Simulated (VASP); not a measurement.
# ZnSe (I-4m2) in VASP: a series of runs

The runs below take ZnSe through single point, with LDA.

Program: VASP 6.6.1. These are calculated values, not measurements. Logs are shortened: lines on timing, memory, paths and dates and some standing lists are left out, and cuts for length are marked.

**1. The cell of the first run**

The structure is tetragonal, space group I-4m2 (No. 119). The conventional cell has a = 4.044 Å, b = 4.044 Å, c = 5.065 Å, α = 90.00°, β = 90.00°, γ = 90.00°. Within 3.2 Å of Zn (site symmetry -4m2) lie 4 Se at 2.39 Å. Se (site symmetry -4m2) has 4 Zn at 2.39 Å within 3.2 Å.

**2. Single point, LDA (20.71 Å³/atom)**

Input file INCAR:

```
  PREC = Accurate
  ENCUT = 520
  EDIFF = 1E-7
  ISMEAR = 0
  SIGMA = 0.05
  LREAL = F
  LASPH = T
  NELM = 100
  ALGO = Normal
  ISIF = 2
  LWAVE = F
  LCHARG = F
  GGA = CA
  NBANDS = 16
```

Input file KPOINTS:

```
Automatic mesh
0
Gamma
  10 10 10
```

Input file POSCAR:

```
ZnSe
1.0
    0.0000000000      2.5325410856      2.8593666993
    2.8593666993      0.0000000000      2.8593666993
    2.8593666993      2.5325410856      0.0000000000
Zn Se
1 1
Direct
    0.0000000000      0.0000000000      0.0000000000
    0.7500000000      0.7500000000      0.7500000000
```

Potentials or basis: VASP PAW LDA potentials, release 64 (Zn, Se).

Started as:

```bash
> cat potpaw_LDA.64/Zn/POTCAR potpaw_LDA.64/Se/POTCAR > POTCAR
> mpirun -np 1 vasp_std > vasp.out
```

OUTCAR:

```text
PREC = Accurate
   ENCUT = 520
   EDIFF = 1E-7
   ISMEAR = 0
   LREAL = F
   LASPH = T
   NELM = 100
   ISIF = 2
   GGA = CA

 ion  position               nearest neighbor table
   1  0.000  0.000  0.000-   2 2.39   2 2.39   2 2.39   2 2.39
   2  0.750  0.750  0.750-   1 2.39   1 2.39   1 2.39   1 2.39

  LATTYP: Found a body centered tetragonal cell.
 ALAT       =     4.0437551659
 C/A-ratio  =     1.2525689522

  Lattice vectors:

 A1 = (   0.0000000000,  -2.5325410856,   2.8593666993)
 A2 = (   0.0000000000,  -2.5325410856,  -2.8593666993)
 A3 = (   2.8593666993,   2.5325410856,   0.0000000000)

Analysis of symmetry for initial positions (statically):
=====================================================================
 Subroutine PRICEL returns:
 Original cell was already a primitive cell.

 Routine SETGRP: Setting up the symmetry group for a
 body centered tetragonal supercell.

 Subroutine GETGRP returns: Found  8 space group operations
 (whereof  8 operations were pure point group operations)
 out of a pool of 16 trial point group operations.

The static configuration has the point symmetry D_2d.

Analysis of symmetry for dynamics (positions and initial velocities):
=====================================================================
 Subroutine PRICEL returns:
 Original cell was already a primitive cell.

 Routine SETGRP: Setting up the symmetry group for a
 body centered tetragonal supercell.

 Subroutine GETGRP returns: Found  8 space group operations
 (whereof  8 operations were pure point group operations)
 out of a pool of 16 trial point group operations.

The dynamic configuration has the point symmetry D_2d.

 Subroutine INISYM returns: Found  8 space group operations
 (whereof  8 operations are pure point group operations),
 and found     1 'primitive' translations

----------------------------------------------------------------------------------------

                                     Primitive cell

  volume of cell :      41.4120

  direct lattice vectors                    reciprocal lattice vectors
     0.000000000  2.532541086  2.859366699    -0.174863896  0.197430163  0.174863896
     2.859366699  0.000000000  2.859366699     0.174863896 -0.197430163  0.174863896
     2.859366699  2.532541086  0.000000000     0.174863896  0.197430163 -0.174863896

  length of vectors
     3.819652114  4.043755166  3.819652114     0.316438672  0.316438672  0.316438672

  position of ions in fractional coordinates (direct lattice)
     0.000000000  0.000000000  0.000000000
     0.750000000  0.750000000  0.750000000

  ion indices of the primitive-cell ions
   primitive index   ion index
                 1           1
                 2           2

----------------------------------------------------------------------------------------

 KPOINTS: Automatic mesh

Automatic generation of k-mesh.
 Grid dimensions read from file:
 generate k-points for:   10   10   10

 Generating k-lattice:

  Cartesian coordinates                     Fractional coordinates (reciprocal lattice)
    -0.017486390  0.019743016  0.017486390     0.100000000  0.000000000  0.000000000
     0.017486390 -0.019743016  0.017486390    -0.000000000  0.100000000 -0.000000000
     0.017486390  0.019743016 -0.017486390     0.000000000  0.000000000  0.100000000

  Length of vectors
     0.031643867  0.031643867  0.031643867

  Shift w.r.t. Gamma in fractional coordinates (k-lattice)
     0.000000000  0.000000000  0.000000000

 Subroutine IBZKPT returns following result:
 ===========================================

 Found    102 irreducible k-points:

 Following reciprocal coordinates:
            Coordinates               Weight
  0.000000  0.000000  0.000000      1.000000
  0.100000  0.000000 -0.000000      8.000000
  0.200000  0.000000 -0.000000      8.000000
  0.300000  0.000000  0.000000      8.000000
  0.400000  0.000000  0.000000      8.000000
  0.500000  0.000000  0.000000      4.000000
[... 16 lines left out ...]
  0.300000  0.300000  0.000000      4.000000
  0.400000  0.300000 -0.000000     16.000000
 [... further k-points ...]
   k-points           NKPTS =    102   k-points in BZ     NKDIM =    102   number of bands    NBANDS=     16
   number of dos      NEDOS =    301   number of ions     NIONS =      2
   total plane-waves  NPLWV =  23520
   dimension x,y,z NGX =    28 NGY =   30 NGZ =   28
   dimension x,y,z NGXF=    56 NGYF=   60 NGZF=   56
   ions per type =               1   1
   NGX,Y,Z   is equivalent  to a cutoff of  12.19, 12.33, 12.19 a.u.
   NGXF,Y,Z  is equivalent  to a cutoff of  24.37, 24.67, 24.37 a.u.
 SYSTEM =  unknown system
   PREC   = accura    normal or accurate (medium, high low for compatibility)
   ISTART =      0    job   : 0-new  1-cont  2-samecut
   ICHARG =      2    charge: 1-file 2-atom 10-const
   ISPIN  =      1    spin polarized calculation?
   LNONCOLLINEAR =      F non collinear calculations
   LSORBIT =      F    spin-orbit coupling
   LASPH  =      T    aspherical Exc in radial PAW
   ENCUT  =  520.0 eV  38.22 Ry    6.18 a.u.   7.10  7.52  7.10*2*pi/ulx,y,z
   NELM   =    100;   NELMIN=  2; NELMDL= -5     # of ELM steps
   EDIFF  = 0.1E-06   stopping-criterion for ELM
   LREAL  =      F    real-space projection
   EDIFFG = 0.1E-05   stopping-criterion for IOM
   NSW    =      0    number of steps for IOM
   IBRION =     -1    ionic relax: 0-MD 1-quasi-New 2-CG
   NFREE  =      0    steps in history (QN), initial steepest desc. (CG)
   ISIF   =      2    stress and relaxation
   ISYM   =      2    0-nonsym 1-usesym 2-fastsym
   POTIM  = 0.5000    time-step for ionic-motion
   TEBEG  =    0.0;   TEEND  =   0.0 temperature during run
   PSTRESS=    0.0 pullay stress
   NELECT =      18.0000    total number of electrons
   NUPDOWN=      -1.0000    fix difference up-down
   EMIN   =  10.00;   EMAX   =-10.00  energy-range for DOS
   EFERMI =   0.00;   METHOD = LEGACY
   ISMEAR =     0;   SIGMA  =   0.05  broadening in eV -4-tet -1-fermi 0-gaus
   EFERMI_NEDOS =   21; number of points for ismear=-14 and -15
   IALGO  =     38    algorithm
   IMIX   =      4    mixing-type and parameters
     AMIX     =   0.40;   BMIX     =  1.00
     AMIX_MAG =   1.60;   BMIX_MAG =  1.00
  volume/ion in A,a.u.               =      20.71       139.73
  Fermi-wavevector in a.u.,A,eV,Ry     =   1.240101  2.343450 20.923714  1.537850
  Thomas-Fermi vector in A             =   2.374556
   LORBIT       =      0    0 simple, 1 ext, 2 COOP (PROOUT), +10 PAW based schemes
   GGA     = CA    functional components
   LHFCALC =     F    Hartree Fock is set to
   AEXX    =    0.0000 exact exchange contribution
   IVDW    =     0    specifies the selected vdW correction
   LEPSILON=     F    determine dielectric tensor
   LRPA    =     F    only Hartree local field effects (RPA)
 non-spin polarized calculation
 Gauss-broadening in eV      SIGMA  =   0.05
  energy-cutoff  :      520.00
  volume of cell :       41.41
 maximum number of plane-waves:      1142
   NGX = 15   NGY = 15   NGZ = 15

 number of electron      18.0000005 magnetization

 Free energy of the ion-electron system (eV)
  ---------------------------------------------------
  ext. energy  EPLUGINS =         0.00000000
  ---------------------------------------------------
  free energy    TOTEN  =        -7.31272723 eV

  energy without entropy =       -7.31272723  energy(sigma->0) =       -7.31272723

 E-fermi :   2.8487     XC(G=0): -10.1359

 val. band max:        2.6117851197   @ k =   0.0000   0.0000   0.0000
 cond. band min:       3.7936015046   @ k =   0.0000   0.0000   0.0000
 fundamental gap:      1.1818163849
 Fermi energy:         2.8486550269

 k-point     1 :       0.0000    0.0000    0.0000
  band No.  band energies     occupation
      1     -11.5320      2.00000
      2      -4.6776      2.00000
      3      -4.6776      2.00000
      4      -4.6292      2.00000
      5      -4.2525      2.00000
      6      -4.2151      2.00000
[... 8 lines left out ...]
     15      12.9408      0.00000
     16      14.4533      0.00000

 k-point     2 :       0.1000    0.0000   -0.0000
  band No.  band energies     occupation
      1     -11.4532      2.00000
      2      -4.6757      2.00000
      3      -4.6673      2.00000
      4      -4.6193      2.00000
      5      -4.2515      2.00000
      6      -4.2179      2.00000
[... 8 lines left out ...]
     15      12.9658      0.00000
     16      13.5412      0.00000

 k-point     3 :       0.2000    0.0000   -0.0000
  band No.  band energies     occupation
      1     -11.2348      2.00000
      2      -4.6629      2.00000
      3      -4.6432      2.00000
      4      -4.5859      2.00000
      5      -4.2448      2.00000
      6      -4.2233      2.00000
[... 8 lines left out ...]
     15      12.5283      0.00000
     16      14.2794      0.00000

 k-point     4 :       0.3000    0.0000    0.0000
  band No.  band energies     occupation
      1     -10.9364      2.00000
      2      -4.6206      2.00000
      3      -4.6044      2.00000
      4      -4.5309      2.00000
      5      -4.2264      2.00000
      6      -4.2242      2.00000
[... 8 lines left out ...]
     15      13.2984      0.00000
     16      14.0392      0.00000
[... 324 lines left out ...]
 k-point    22 :      -0.2000    0.2000    0.0000
  band No.  band energies     occupation
      1     -10.8208      2.00000
      2      -4.6204      2.00000
      3      -4.5856      2.00000
      4      -4.5163      2.00000
      5      -4.2468      2.00000
      6      -4.1819      2.00000
[... 8 lines left out ...]
     15      14.7798      0.00000
     16      15.5681      0.00000

 k-point    23 :       0.3000    0.3000    0.0000
  band No.  band energies     occupation
      1     -10.7857      2.00000
      2      -4.7237      2.00000
      3      -4.5281      2.00000
      4      -4.4299      2.00000
      5      -4.2810      2.00000
      6      -4.1909      2.00000
[... 8 lines left out ...]
     15      14.9720      0.00000
     16      17.5512      0.00000

 k-point    24 :       0.4000    0.3000   -0.0000
  band No.  band energies     occupation
      1     -10.5765      2.00000
      2      -4.6948      2.00000
      3      -4.4893      2.00000
      4      -4.3877      2.00000
      5      -4.2472      2.00000
      6      -4.1772      2.00000
[... 8 lines left out ...]
     15      15.4339      0.00000
     16      17.3364      0.00000

 [... further k-points ...]

------------------------ aborting loop because EDIFF is reached ----------------------------------------

  FORCE on cell =-STRESS in cart. coord.  units (eV):
  Direction    XX          YY          ZZ          XY          YZ          ZX
  --------------------------------------------------------------------------------------
  -------------------------------------------------------------------------------------
  Total        0.5444660      1.4113545      0.5444660      0.0000000      0.0000000      0.0000000
  in kB       21.0646914     54.6034995     21.0646914      0.0000000      0.0000000      0.0000000
  external PRESSURE =      32.2442941 kB  Pullay stress =       0.0000000 kB

 VOLUME and BASIS-vectors are now :
 -----------------------------------------------------------------------------
  energy-cutoff  :      520.00
  volume of cell :       41.41
      direct lattice vectors                 reciprocal lattice vectors
     0.000000000  2.532541086  2.859366699    -0.174863896  0.197430163  0.174863896
     2.859366699  0.000000000  2.859366699     0.174863896 -0.197430163  0.174863896
     2.859366699  2.532541086  0.000000000     0.174863896  0.197430163 -0.174863896

 POSITION                                       TOTAL-FORCE (eV/Angst)
 -----------------------------------------------------------------------------------
      0.00000      0.00000      0.00000        -0.000000     -0.000000     -0.000000
      4.28905      3.79881      4.28905         0.000000      0.000000      0.000000
 -----------------------------------------------------------------------------------
    total drift:                                0.000005      0.000010      0.000005

  FREE ENERGIE OF THE ION-ELECTRON SYSTEM (eV)
  ---------------------------------------------------
  free  energy   TOTEN  =        -7.3127272308 eV

  energy  without entropy=       -7.3127272308  energy(sigma->0) =       -7.31272723
```

Run time: 93 s. Hardware: 1 thread of Intel Xeon 8259CL, shared host; peak memory 0.19 GiB.

Results:

```
Free energy            : -7.3127 eV
Pressure               : 3.2 GPa
Band gap on the k mesh : 1.18 eV
```

Stress tensor (GPa, compression positive):
```
2.11 0.00 0.00
0.00 5.46 0.00
0.00 0.00 2.11
```

Caveat: the cell stands under pressure. As with any semilocal functional, this LDA gap is likely too small.

**3. Single point, LDA (21.57 Å³/atom)**

This run uses another cell than the first one, of 21.57 Å³/atom.

Input file INCAR:

```
SYSTEM = ZnSe
PREC = Accurate ; ENCUT = 520
EDIFF = 1E-6 ; ISMEAR = 0
SIGMA = 0.05 ; LREAL = .FALSE.
LASPH = .TRUE. ; NELM = 80
ALGO = Normal ; ISIF = 2
LWAVE = .FALSE. ; LCHARG = .TRUE.
GGA = CA ; LELF = .TRUE.
LVHAR = .TRUE. ; NBANDS = 16
```

Input file KPOINTS:

```
Automatic mesh
0
G
  10 10 10
  0 0 0
```

Input file POSCAR:

```
ZnSe
1.0
    0.0000000000      2.6732045034      2.8405105763
    2.8405105763      0.0000000000      2.8405105763
    2.8405105763      2.6732045034      0.0000000000
Zn Se
1 1
Direct
    0.0000000000      0.0000000000      0.0000000000
    0.7500000000      0.7500000000      0.7500000000
```

Potentials or basis: VASP PAW LDA potentials, release 64 (Zn, Se).

Started as:

```bash
> cat potpaw_LDA.64/Zn/POTCAR potpaw_LDA.64/Se/POTCAR > POTCAR
> mpirun -np 1 vasp_std > vasp.out
```

Wall time 1.9 min (1 thread of Intel Xeon 8259CL, shared host); peak memory 0.2 GiB.

Results (log left out):

```yaml
Free_energy: -7.3609 eV
Pressure: 0.3 GPa
Band_gap_on_the_k_mesh: 1.14 eV
```

Stress tensor (GPa, compression positive):
```
-0.40  0.00  0.00
 0.00  1.66  0.00
 0.00  0.00 -0.40
```

Levels at points of the mesh, in eV from the valence-band top:
```csv
k point,band 5,band 6,band 7,band 8,band 9,band 10,band 11,band 12,band 13,band 14
"(0.00, 0.00, 0.00)",-6.62,-6.60,-0.21,-0.21,0.00,1.14,5.56,5.58,5.58,9.73
"(0.50, 0.00, 0.00)",-6.58,-6.43,-5.76,-1.27,-0.91,2.29,5.90,6.46,8.39,10.82
"(0.50, 0.50, 0.00)",-6.56,-6.44,-5.31,-2.47,-2.35,2.66,3.39,10.54,10.89,11.52
"(0.50, 0.00, 0.50)",-6.55,-6.35,-4.95,-2.76,-2.76,2.37,2.79,11.16,11.28,11.28
```

Expect the measured gap to be larger: semilocal functionals such as LDA lack the derivative discontinuity.

**4. Single point, LDA (21.57 Å³/atom)**

This run uses another cell than the first one, of 21.57 Å³/atom.

Input file INCAR:

```
PREC = Accurate ; ENCUT = 520
EDIFF = 1E-7 ; ISMEAR = 0
SIGMA = 0.05 ; LREAL = False
LASPH = True ; NELM = 60
ALGO = Normal ; ISIF = 2
LWAVE = False ; LCHARG = False
GGA = CA ; NBANDS = 16
```

Input file KPOINTS:

```
regular mesh
0
Gamma
  10 10 10
```

Input file POSCAR:

```
ZnSe
1.0
    0.0000000000      2.4655480597      2.9577112041
    2.9577112041      0.0000000000      2.9577112041
    2.9577112041      2.4655480597      0.0000000000
Zn Se
1 1
Direct
    0.0000000000      0.0000000000      0.0000000000
    0.7500000000      0.7500000000      0.7500000000
```

Started as:

```bash
> cat potpaw_LDA.64/Zn/POTCAR potpaw_LDA.64/Se/POTCAR > POTCAR
> mpirun -np 1 vasp_std > vasp.out
```

It took 1.9 min on 1 thread of Intel Xeon 8259CL, shared host; peak memory 0.2 GiB.

It converged, with:

- Free energy: -7.2833 eV
- Pressure: -0.5 GPa
- Band gap on the k mesh: 0.88 eV

Stress tensor (GPa, compression positive):
```
-2.07  0.00  0.00
 0.00  2.76  0.00
 0.00  0.00 -2.07
```

Levels at points of the mesh, in eV from the valence-band top:
```
           k point  band 6  band 7  band 8  band 9  band 10  band 11  band 12  band 13
(0.00, 0.00, 0.00)   -6.74   -0.50   -0.50    0.00     0.88     5.56     5.65     5.65
(0.50, 0.00, 0.00)   -6.60   -5.81   -1.71   -0.79     1.84     5.31     7.18     8.50
(0.50, 0.50, 0.00)   -6.65   -5.62   -2.38   -2.05     2.76     3.74     9.68     9.70
(0.50, 0.00, 0.50)   -6.41   -4.54   -3.28   -3.28     1.87     2.01    11.01    11.01
```

**5. Single point, LDA (21.57 Å³/atom)**

This run uses another cell than the first one, of 21.57 Å³/atom.

Input file INCAR:

```
ALGO     = Normal         # electronic algorithm
EDIFF    = 1E-6           # SCF threshold, eV
ENCUT    = 520            # plane-wave cutoff, eV
ISIF     = 2              # what is computed and relaxed
ISMEAR   = 0              # smearing method
LASPH    = True           # aspherical terms in the spheres
LCHARG   = False          # write CHGCAR
LREAL    = False          # projectors in reciprocal space
LWAVE    = False          # write WAVECAR
NBANDS   = 16             # bands
NELM     = 80             # most SCF steps
PREC     = Accurate       # precision mode
SIGMA    = 0.05           # smearing width, eV
```

Input file KPOINTS:

```
k-points
0
Gamma
  10 10 10
```

Input file POSCAR:

```
ZnSe
1.0
    0.0000000000      3.1426738117      2.6197680991
    2.6197680991      0.0000000000      2.6197680991
    2.6197680991      3.1426738117      0.0000000000
Zn Se
1 1
Direct
    0.0000000000      0.0000000000      0.0000000000
    0.7500000000      0.7500000000      0.7500000000
```

Started as:

```bash
> cat potpaw_LDA.64/Zn/POTCAR potpaw_LDA.64/Se/POTCAR > POTCAR
> mpirun -np 1 vasp_std > vasp.out
```

It took 1.8 min on 1 thread of Intel Xeon 8259CL, shared host; peak memory 0.2 GiB.

The run converged. Its results:

```yaml
Free_energy: -7.2302 eV
Pressure: -0.3 GPa
Band_gap_on_the_k_mesh: 0.79 eV
```

Stress tensor (GPa, compression positive):
```
 2.95  0.00  0.00
 0.00 -6.67  0.00
 0.00  0.00  2.95
```

Levels at points of the mesh, in eV from the valence-band top:
| k point | band 5 | band 6 | band 7 | band 8 | band 9 | band 10 | band 11 | band 12 | band 13 | band 14 |
| --- | --- | --- | --- | --- | --- | --- | --- | --- | --- | --- |
| (0.00, 0.00, 0.00) | -6.81 | -6.76 | -0.99 | 0.00 | 0.00 | 0.79 | 5.59 | 5.59 | 5.66 | 8.81 |
| (0.50, 0.00, 0.00) | -6.78 | -6.62 | -5.81 | -1.85 | -0.57 | 1.71 | 5.90 | 6.85 | 8.35 | 10.38 |
| (0.50, 0.50, 0.00) | -6.75 | -6.52 | -4.89 | -3.08 | -2.73 | 2.15 | 2.53 | 9.40 | 10.47 | 10.54 |
| (0.50, 0.00, 0.50) | -6.74 | -6.73 | -6.02 | -1.89 | -1.89 | 3.15 | 4.21 | 9.30 | 11.15 | 11.15 |

Caveat: the stress differs along the axes, from -7 to 3 GPa; semilocal functionals underestimate gaps, and a narrow one can read as zero. A hybrid or GW would open this gap; LDA tends to underestimate it.

[end of part 1 of 2]
